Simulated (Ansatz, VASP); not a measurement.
## One calculation of Os, two programs

```
Os
1.0
     0.00000    1.91293    1.91293
     1.91293    0.00000    1.91293
     1.91293    1.91293    0.00000
Os
1
Direct
  0.00000 0.00000 0.00000
```

Alike in both runs: task relaxation of cell and atoms; functional PBE; dispersion D3(BJ); k mesh 18 × 18 × 18; occupations gaussian, width 0.1 eV; no spin polarisation.

|  | VASP | Ansatz |
| --- | --- | --- |
| version | VASP 6.6.1 | Ansatz 0.2.0 |
| potentials or method | VASP PAW PBE potentials, release 64 (Os), cutoff 600 eV | scalar-relativistic, plane waves, PAW |
| valence electrons in the cell | 8 | 16 |

```csv
,VASP,Ansatz,Ansatz less VASP
"gap on the k mesh at the Fermi level, each at its own relaxed structure (eV)",none,none,-
relaxed volume (Å³/atom),14.07,14.07,-0.006
relaxed length of the cell vector where the two differ most in proportion (Å),2.710,2.709,-0.0004
```

A gap of «none» marks a metal or a gap that the smearing closes. VASP's potentials hold 8 valence electrons a cell and Ansatz's 16, so a difference there can come from the potentials and not from the codes.

Neither program's run includes spin-orbit coupling.
